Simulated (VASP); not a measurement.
# Ba8Ti8O24F (a cell with a defect) in VASP: a series of runs

Runs on Ba8Ti8O24F (a cell with a defect). Level: PBE. Tasks: single point.

All numbers are computed with VASP 6.6.1; they aren't measurements. Logs are shortened: lines on timing, memory, paths and dates and some standing lists are left out, and cuts for length are marked.

## Step 1: The cell of the first run

The cell holds a defect, 41 atoms: a = 7.969 Å, b = 7.969 Å, c = 8.411 Å, α = 90.00°, β = 90.00°, γ = 90.00°.

## Step 2: Single point, PBE, collinear spin

INCAR reads:

```
SYSTEM = Ba8Ti8O24F
ALGO     = Normal         ! electronic algorithm
EDIFF    = 1E-6           ! SCF threshold, eV
ENCUT    = 520            ! plane-wave cutoff, eV
GGA      = PE             ! functional
GGA_COMPAT= .False.      
ISIF     = 2              ! what is computed and relaxed
ISMEAR   = -1             ! smearing method
ISPIN    = 2              ! spin polarisation
LASPH    = .True.         ! aspherical terms in the spheres
LCHARG   = .True.         ! write CHGCAR
LELF     = .True.         ! ELF
LMAXMIX  = 4              ! l up to which the mixer works
LORBIT   = 11             ! projections on sites
LREAL    = Auto         
LVHAR    = .True.       
LWAVE    = .False.        ! write WAVECAR
MAGMOM   = 0.024 0.024 0.024 0.024 0.024 0.024 0.024 0.024 0.024 0.024 0.024 0.024 0.024 0.024 0.024 0.024 0.024 0.024 0.024 0.024 0.024 0.024 0.024 0.024 0.024 0.024 0.024 0.024 0.024 0.024 0.024 0.024 0.024 0.024 0.024 0.024 0.024 0.024 0.024 0.024 0.024 ! initial moments
NBANDS   = 194            ! bands
NELM     = 200            ! most SCF steps
NUPDOWN  = 1.0            ! fixed moment
PREC     = Accurate       ! precision mode
SIGMA    = 0.01           ! smearing width, eV
```

KPOINTS reads:

```
k-points
0
Gamma
  1 1 1
  0 0 0
```

POSCAR reads:

```
Ba8Ti8O24F
1.0
    7.9691230600      0.0000000000      0.0000000000
    0.0000000000      7.9691230600      0.0000000000
    0.0000000000      0.0000000000      8.4107998800
Ba Ti O F
8 8 24 1
Direct
    0.2401330718      0.2392258202      0.3257999286
    0.2569513590      0.2174460084      0.7794794899
    0.2477744396      0.7368202192      0.3130633278
    0.2592767089      0.7527325096      0.7827839318
    0.7481609903      0.2443285146      0.2958365477
    0.7396793795      0.2346811545      0.7954766604
    0.7412762930      0.7222474740      0.2847523463
    0.7390513304      0.7397020921      0.8142031790
   -0.0001512086     -0.0240164443      0.0597359356
   -0.0063321898     -0.0338560464      0.5575109463
    0.0346872545      0.5020664093      0.0452906983
    0.0004827382      0.4843985933      0.5717299268
    0.4979928118     -0.0064477609      0.0732838742
    0.5184020838     -0.0282053619      0.5439399421
    0.4896532492      0.4672413730      0.0582577171
    0.5071824051      0.4778494411      0.5647630508
    0.2422547607      0.3707003867      0.0496087181
    0.2433290320     -0.0074892808      0.0190792793
    0.0047749294      0.0101303493      0.2687812137
   -0.0168899387      0.2554189444      0.5392263595
    0.2265019609     -0.0088456408      0.5344091007
   -0.0186433311     -0.0258527818      0.7691841552
   -0.0256540147      0.7467979796      0.0464939133
    0.2579567393      0.6102807001      0.0386022738
   -0.0077706166      0.4749350677      0.2505064952
   -0.0187917791      0.7386200408      0.5097373688
    0.2313501732      0.4990598050      0.5362354430
   -0.0165659382      0.5131478042      0.7838671820
    0.5079476085      0.2281904780      0.0154464500
    0.7585623857      0.0204752767      0.0389286399
    0.4817383257     -0.0004593981      0.2866754690
    0.4887306885      0.2480025701      0.5324956085
    0.7442384758     -0.0027324211      0.5105092335
    0.5032711843     -0.0126859630      0.7546832751
    0.5230850331      0.7715052150      0.0321304756
    0.7250126465      0.4816496083      0.0316646459
    0.4857480517      0.4851903994      0.2707211005
    0.4883784540      0.7417955471      0.5243504854
    0.7352662214      0.4980406213      0.5269716392
    0.4852886536      0.4946347258      0.7777838129
   -0.0026720631      0.2543240937     -0.0337463742
```

Potentials or basis: VASP PAW PBE potentials, release 64 (Ba_sv, Ti_sv, O, F).

The run is started by

```sh
$ cat potpaw_PBE.64/Ba_sv/POTCAR potpaw_PBE.64/Ti_sv/POTCAR potpaw_PBE.64/O/POTCAR potpaw_PBE.64/F/POTCAR > POTCAR
$ mpirun -np 1 vasp_gam > vasp.out
```

OUTCAR:

```text
SYSTEM = Ba8Ti8O24F
   EDIFF = 1E-6
   ENCUT = 520
   GGA = PE
   ISIF = 2
   ISMEAR = -1
   ISPIN = 2
   LASPH = .True.
   LORBIT = 11
   LREAL = Auto
   NELM = 200
   NUPDOWN = 1.0
   PREC = Accurate

 ion  position               nearest neighbor table
   1  0.240  0.239  0.326-  17 2.55  32 2.64  21 2.65  19 2.66  27 2.72  20 2.73  31 2.73  25 2.80
                            37 2.81  18 3.24  12 3.43  16 3.49  15 3.51  10 3.52  13 3.54  11 3.55
   2  0.257  0.217  0.779-  17 2.58  41 2.61  34 2.69  18 2.70  21 2.75  32 2.79  29 2.82  40 2.86
                            22 2.93  20 2.99  27 3.04  28 3.21  16 3.40  12 3.43  10 3.45  14 3.48
   3  0.248  0.737  0.313-  24 2.52  38 2.61  27 2.67  26 2.69  21 2.76  37 2.78  31 2.81  19 2.94
                            25 2.96  23 3.13  18 3.20  35 3.24  11 3.38  10 3.42  14 3.45   9 3.48
   4  0.259  0.753  0.783-  24 2.43  34 2.71  40 2.73  18 2.76  22 2.83  21 2.84  38 2.84  27 2.90
                            28 2.91  35 2.97  23 3.17  26 3.19  10 3.31  14 3.37  12 3.46  16 3.47
   5  0.748  0.244  0.296-  33 2.67  25 2.70  20 2.78  19 2.78  30 2.80  39 2.81  37 2.85  32 2.87
                            31 2.88  36 2.92  29 3.04  15 3.38  13 3.39  16 3.50  14 3.52   9 3.54
   6  0.740  0.235  0.795-  41 2.51  29 2.61  30 2.67  34 2.75  36 2.80  22 2.84  40 2.90  20 2.90
                            28 2.95  32 2.98  33 3.05  39 3.08  16 3.31  12 3.44  14 3.46  15 3.51
   7  0.741  0.722  0.285-  26 2.69  39 2.71  23 2.74  35 2.77  37 2.78  25 2.82  38 2.85  36 2.87
                            33 2.90  31 3.03  19 3.11  30 3.15  13 3.41  15 3.43  14 3.44   9 3.45
   8  0.739  0.740  0.814-  35 2.53  28 2.67  23 2.71  22 2.71  36 2.75  34 2.77  40 2.83  30 2.93
                            39 3.09  38 3.15  26 3.21  33 3.28  14 3.42  10 3.47   9 3.48  16 3.49
   9  1.000  0.976  0.060-  19 1.78  23 1.84  30 1.96  18 1.97  41 2.35   7 3.45   3 3.48   8 3.48
[... 24 lines left out ...]
  26  0.981  0.739  0.510-  10 1.86  12 2.10   3 2.69   7 2.69   4 3.19   8 3.21
  27  0.231  0.499  0.536-  12 1.87  16 2.22   3 2.67   1 2.72   4 2.90   2 3.04
  28  0.983  0.513  0.784-  12 1.80  11 2.24   8 2.67   4 2.91   6 2.95   2 3.21
  29  0.508  0.228  0.015-  13 1.93  15 1.94   6 2.61   2 2.82   5 3.04
  30  0.759  0.020  0.039-   9 1.96  13 2.11   6 2.67   5 2.80   8 2.93   7 3.15
  31  0.482  1.000  0.287-  13 1.80  14 2.19   1 2.73   3 2.81   5 2.88   7 3.03
  32  0.489  0.248  0.532-  16 1.86  14 2.22   1 2.64   2 2.79   5 2.87   6 2.98
  33  0.744  0.997  0.511-  14 1.83  10 2.04   5 2.67   7 2.90   6 3.05   8 3.28
  34  0.503  0.987  0.755-  14 1.78   2 2.69   4 2.71   6 2.75   8 2.77
  35  0.523  0.772  0.032-  13 1.81   8 2.53   7 2.77   4 2.97   3 3.24
  36  0.725  0.482  0.032-  15 1.89   8 2.75   6 2.80   7 2.87   5 2.92
  37  0.486  0.485  0.271-  15 1.79   7 2.78   3 2.78   1 2.81   5 2.85
  38  0.488  0.742  0.524-  14 1.86  16 2.14   3 2.61   4 2.84   7 2.85   8 3.15
  39  0.735  0.498  0.527-  16 1.85  12 2.15   7 2.71   5 2.81   6 3.08   8 3.09
  40  0.485  0.495  0.778-  16 1.81  15 2.37   4 2.73   8 2.83   2 2.86   6 2.90
  41  0.997  0.254  0.966-  11 2.10   9 2.35   6 2.51   2 2.61

  LATTYP: Found a simple tetragonal cell.
 ALAT       =     7.9691230600
 C/A-ratio  =     1.0554235161

  Lattice vectors:

 A1 = (   7.9691230600,   0.0000000000,   0.0000000000)
 A2 = (   0.0000000000,   7.9691230600,   0.0000000000)
 A3 = (   0.0000000000,   0.0000000000,   8.4107998800)

Analysis of symmetry for initial positions (statically):
=====================================================================
 Subroutine PRICEL returns:
 Original cell was already a primitive cell.

 Routine SETGRP: Setting up the symmetry group for a
 simple tetragonal supercell.

 Subroutine GETGRP returns: Found  1 space group operations
 (whereof  1 operations were pure point group operations)
 out of a pool of 16 trial point group operations.

The static configuration has the point symmetry C_1 .

[... 47 lines left out ...]
  ---------------------------------------------------
  free energy    TOTEN  =      -318.83092523 eV

  energy without entropy =     -318.83092523  energy(sigma->0) =     -318.83092523

 E-fermi :   4.0327     XC(G=0): -11.0711

 val. band max:        4.1485815583   @ k =   0.0000   0.0000   0.0000
 cond. band min:       5.4714342425   @ k =   0.0000   0.0000   0.0000
 fundamental gap:      1.3228526841
 Fermi energy:         4.4825718640

 spin component 1

 k-point     1 :       0.0000    0.0000    0.0000
  band No.  band energies     occupation
      1     -52.7932      1.00000
      2     -52.6433      1.00000
      3     -52.6045      1.00000
      4     -52.5958      1.00000
      5     -52.5904      1.00000
      6     -52.5724      1.00000
[... 167 lines left out ...]
    174       7.3320      0.00000
    175       7.3598      0.00000
 Fermi energy:         4.0326601709

 spin component 2

 k-point     1 :       0.0000    0.0000    0.0000
  band No.  band energies     occupation
      1     -52.7943      1.00000
      2     -52.6431      1.00000
      3     -52.6042      1.00000
      4     -52.5956      1.00000
      5     -52.5901      1.00000
      6     -52.5724      1.00000
[... 167 lines left out ...]
    174       7.3431      0.00000
    175       7.3861      0.00000
 [bands above 175 left out]

------------------------ aborting loop because EDIFF is reached ----------------------------------------

  FORCE on cell =-STRESS in cart. coord.  units (eV):
  Direction    XX          YY          ZZ          XY          YZ          ZX
  --------------------------------------------------------------------------------------
  -------------------------------------------------------------------------------------
  Total       24.5988195     32.3824256     35.5637458      0.7322690     -3.1249775      1.9563559
  in kB       73.7847283     97.1318347    106.6742784      2.1964578     -9.3734424      5.8681349
  external PRESSURE =      92.5302805 kB  Pullay stress =       0.0000000 kB

 VOLUME and BASIS-vectors are now :
 -----------------------------------------------------------------------------
  energy-cutoff  :      520.00
  volume of cell :      534.14
      direct lattice vectors                 reciprocal lattice vectors
     7.969123060  0.000000000  0.000000000     0.125484321  0.000000000  0.000000000
     0.000000000  7.969123060  0.000000000     0.000000000  0.125484321  0.000000000
     0.000000000  0.000000000  8.410799880     0.000000000  0.000000000  0.118894756

 POSITION                                       TOTAL-FORCE (eV/Angst)
 -----------------------------------------------------------------------------------
      1.91365      1.90642      2.74024         0.064613     -0.070240     -0.272393
      2.04768      1.73285      6.55605        -0.041320      0.121763      0.068023
      1.97455      5.87181      2.63311        -0.097325      0.338236     -0.092253
      2.06621      5.99862      6.58384         0.023240      0.174755     -0.295093
      5.96219      1.94708      2.48822         0.029517      0.042669     -0.112665
      5.89460      1.87020      6.69059         0.128383      0.105519     -0.064089
[... 33 lines left out ...]
      3.86733      3.94180      6.54178        -0.075511     -0.035870     -0.191233
      7.94783      2.02674      8.12697        -0.718824     -0.739013      0.868574
 -----------------------------------------------------------------------------------
    total drift:                                0.011277     -0.013977     -0.015200

  FREE ENERGIE OF THE ION-ELECTRON SYSTEM (eV)
  ---------------------------------------------------
  free  energy   TOTEN  =      -318.8309252303 eV

  energy  without entropy=     -318.8309252303  energy(sigma->0) =     -318.83092523

 total charge

# of ion       s       p       d       tot
------------------------------------------
    1        2.014   5.660   0.375   8.049
    2        2.010   5.657   0.342   8.010
    3        2.011   5.656   0.363   8.031
    4        2.013   5.655   0.363   8.030
    5        2.007   5.652   0.314   7.974
    6        2.010   5.655   0.335   8.000
[... 33 lines left out ...]
   40        1.568   3.467   0.000   5.034
   41        1.740   4.388   0.000   6.128
--------------------------------------------------
tot         73.266 182.958  17.773 273.997

 magnetization (x)

# of ion       s       p       d       tot
------------------------------------------
    1        0.000   0.003   0.001   0.004
    2       -0.000   0.001   0.000   0.001
    3       -0.000   0.001   0.001   0.002
    4        0.000   0.002   0.003   0.006
    5       -0.000   0.000   0.000   0.000
    6       -0.000  -0.000   0.000   0.000
[... 33 lines left out ...]
   40       -0.000   0.000   0.000   0.000
   41        0.000   0.007   0.000   0.007
--------------------------------------------------
tot          0.013   0.831   0.019   0.863
```

Wall time 7 min (1 thread of Intel Xeon Platinum 8375C at 2.90GHz (Ice Lake), shared host); peak memory 0.73 GiB.

What came out:

- Free energy: -318.8309 eV
- Pressure: 9.3 GPa
- Largest force: 1.348 eV/Å
- Net moment: 1.00 μB per cell
- Site moments: Ba +0.00, +0.01, -0.00 (each value once); Ti -0.00, +0.00, +0.01 (each value once); O +0.41, +0.02, -0.00, +0.00, +0.38, +0.01 (each value once); F +0.01 μB
- Valence electrons inside the program's atomic spheres: Ba 8.05, 8.01, 8.03, 7.97, 8.00 (each value once); Ti 10.38, 10.40, 10.31, 10.39, 10.42, 10.30 (each value once); O 4.99, 5.01, 5.04, 5.02, 5.06, 5.03, 5.05, 5.00 (each value once); F 6.13

Forces on the atoms (eV/Å):
```
Ba   0.065 -0.070 -0.272
Ba  -0.041  0.122  0.068
Ba  -0.097  0.338 -0.092
Ba   0.023  0.175 -0.295
Ba   0.030  0.043 -0.113
Ba   0.128  0.106 -0.064
Ba   0.109  0.067  0.087
Ba   0.121 -0.274 -0.250
Ti  -0.085 -0.041 -0.048
Ti   0.173  0.160 -0.217
Ti   0.135 -0.360 -0.145
Ti  -0.069  0.096  0.172
Ti  -0.260 -0.059 -0.272
Ti  -0.184  0.147 -0.003
Ti   0.183  0.017 -0.452
Ti   0.173  0.176 -0.081
O   -0.178  0.101 -0.238
O   -0.113  0.028  0.137
O   -0.141  0.022 -0.048
O   -0.026 -0.061  0.105
O   -0.017 -0.024 -0.037
O    0.028  0.096  0.043
O    0.194 -0.003 -0.134
O   -0.187 -0.178  0.171
O    0.044  0.151  0.061
O    0.025  0.061  0.254
O    0.027  0.017  0.033
O    0.503 -0.033  0.055
O   -0.009  0.382  0.164
O    0.055 -0.521 -0.036
O    0.197 -0.035  0.050
O    0.030  0.078  0.018
O    0.121 -0.074  0.057
O    0.024  0.119  0.080
O   -0.154 -0.204  0.058
O   -0.076  0.175  0.028
O   -0.047  0.079  0.262
O    0.085 -0.061  0.001
O    0.009  0.020  0.215
O   -0.076 -0.036 -0.191
F   -0.719 -0.739  0.869
```

Caveat: the k points lie up to 0.79 Å⁻¹ apart; spin-orbit coupling is left out, which moves the levels of the heavy elements; the total moment is fixed, so each spin has its own Fermi level and the state may be an excited one.

## Step 3: Single point, PBE, collinear spin

INCAR reads:

```
SYSTEM = Ba8Ti8O24F
ALGO = Normal ; EDIFF = 1E-6
ENCUT = 520 ; GGA = PE
GGA_COMPAT = .False. ; ISIF = 2
ISMEAR = -1 ; ISPIN = 2
LASPH = .True. ; LCHARG = .True.
LELF = .True. ; LMAXMIX = 4
LORBIT = 11 ; LREAL = Auto
LVHAR = .True. ; LWAVE = .False.
MAGMOM = 0.024 0.024 0.024 0.024 0.024 0.024 0.024 0.024 0.024 0.024 0.024 0.024 0.024 0.024 0.024 0.024 0.024 0.024 0.024 0.024 0.024 0.024 0.024 0.024 0.024 0.024 0.024 0.024 0.024 0.024 0.024 0.024 0.024 0.024 0.024 0.024 0.024 0.024 0.024 0.024 0.024 ; NBANDS = 194
NELM = 200 ; NUPDOWN = 1.0
PREC = Accurate ; SIGMA = 0.01
```

KPOINTS is that of step 2.

POSCAR reads:

```
Ba8Ti8O24F
1.0
    7.9691230600      0.0000000000      0.0000000000
    0.0000000000      7.9691230600      0.0000000000
    0.0000000000      0.0000000000      8.4107998800
Ba Ti O F
8 8 24 1
Direct
    0.2652723498      0.2335019783      0.2906283629
    0.2623578510      0.2401161314      0.7991659647
    0.2566015087      0.7516111817      0.2883062294
    0.2511864837      0.7409888084      0.7957371588
    0.7448791988      0.2476776912      0.3150143908
    0.7471646447      0.2575710005      0.7753651369
    0.7573455642      0.7462556363      0.3076919005
    0.7667203724      0.7307334767      0.7832306194
   -0.0023308713     -0.0011879601      0.0586158281
    0.0166725999     -0.0097151217      0.5610345113
    0.0182013753      0.4887865290      0.0682398830
    0.0228651256      0.4805908970      0.5453594266
    0.5265066141     -0.0363106452      0.0424054793
    0.5133738015     -0.0174484694      0.5698209526
    0.5217855175      0.4905823352      0.0600373338
    0.5064446828      0.4862063204      0.5544722341
    0.0791785991      0.2732728537      0.0372790941
    0.2299854057     -0.0181553226      0.0275142678
   -0.0084802304      0.0045313643      0.2716170914
   -0.0044913348      0.2528515352      0.5203508658
    0.2470541596      0.0085633011      0.5337706359
   -0.0129258890      0.0123484101      0.7714897623
    0.0101509287      0.7520195077      0.0273366390
    0.2415156581      0.5351128308      0.0361007282
   -0.0075554110      0.5013103663      0.2822821888
   -0.0048842262      0.7614918171      0.5288675350
    0.2477157129      0.5103236541      0.5198122726
    0.0010062588      0.4936940954      0.7591433741
    0.4917986547      0.2656164278      0.0225477960
    0.7470537166     -0.0930663254      0.0307035007
    0.5043436988      0.0027535025      0.2531856697
    0.4924451499      0.2534364176      0.5323358139
    0.7391139471      0.0076514065      0.5305394331
    0.5063463031     -0.0025872357      0.7867451484
    0.4757569900      0.7408353410      0.0268640323
    0.7524555657      0.5083904426      0.0267778336
    0.4996006424      0.5021853684      0.2747038371
    0.4918672946      0.7601397236      0.5267615522
    0.7384085998      0.5067019256      0.5296725714
    0.4923244340      0.5060816566      0.7666537181
   -0.1771947791      0.1745657571      0.0402445671
```

Potentials or basis: VASP PAW PBE potentials, release 64 (Ba_sv, Ti_sv, O, F).

The run is started by

```sh
$ cat potpaw_PBE.64/Ba_sv/POTCAR potpaw_PBE.64/Ti_sv/POTCAR potpaw_PBE.64/O/POTCAR potpaw_PBE.64/F/POTCAR > POTCAR
$ mpirun -np 1 vasp_gam > vasp.out
```

Run time: 6.8 min. Hardware: 1 thread of Intel Xeon Platinum 8375C at 2.90GHz (Ice Lake), shared host; peak memory 0.72 GiB.

Results (log left out):

- Free energy: -318.7015 eV
- Pressure: 9.6 GPa
- Largest force: 1.043 eV/Å
- Net moment: 1.00 μB per cell
- Site moments: Ba -0.00; Ti -0.02, -0.00, -0.03, -0.01 (each value once); O +0.11, +0.10, +0.00, -0.00, +0.28, +0.20, +0.01, +0.12, +0.07, +0.02 (each value once); F +0.04 μB
- Valence electrons inside the program's atomic spheres: Ba 7.98, 8.00, 7.97, 8.03, 8.01 (each value once); Ti 10.31, 10.39, 10.44, 10.40, 10.41 (each value once); O 5.05, 5.00, 5.03, 4.97, 5.01, 5.04, 5.02 (each value once); F 6.16

Forces on the atoms (eV/Å):
```
Ba   0.053  0.122  0.166
Ba  -0.050  0.073 -0.283
Ba  -0.081  0.131  0.233
Ba  -0.221  0.156 -0.231
Ba  -0.001  0.101 -0.019
Ba   0.232  0.082 -0.134
Ba  -0.068 -0.058 -0.078
Ba   0.020 -0.092 -0.120
Ti   0.429 -0.462 -0.036
Ti  -0.007  0.005 -0.142
Ti  -0.899  0.521  0.083
Ti  -0.187  0.166  0.228
Ti  -0.350  0.630  0.189
Ti  -0.199  0.139 -0.102
Ti  -0.156  0.001  0.050
Ti   0.007  0.097 -0.066
O   -0.323 -0.355 -0.065
O    0.423  0.155 -0.135
O    0.010  0.043 -0.002
O    0.036 -0.148  0.011
O    0.228 -0.012  0.056
O    0.069 -0.004  0.102
O   -0.115 -0.029 -0.001
O    0.736 -0.441 -0.018
O    0.174 -0.014 -0.066
O    0.003 -0.017  0.051
O    0.261 -0.074 -0.103
O    0.157 -0.042  0.090
O   -0.022 -0.179  0.027
O    0.045  0.261  0.002
O    0.069 -0.182  0.073
O    0.001 -0.081  0.027
O   -0.070 -0.076  0.060
O    0.016 -0.059 -0.062
O    0.202 -0.185  0.024
O    0.026 -0.047  0.017
O    0.068 -0.028 -0.077
O    0.040 -0.014 -0.003
O   -0.067 -0.074 -0.042
O    0.003 -0.020  0.104
F   -0.493  0.010  0.194
```

Stress tensor (GPa, compression positive):
```
 9.28  0.83  1.05
 0.83  9.75 -0.91
 1.05 -0.91  9.66
```

Caveat: the k points lie up to 0.79 Å⁻¹ apart; spin-orbit coupling is left out, which moves the levels of the heavy elements; the total moment is fixed, so each spin has its own Fermi level and the state may be an excited one.
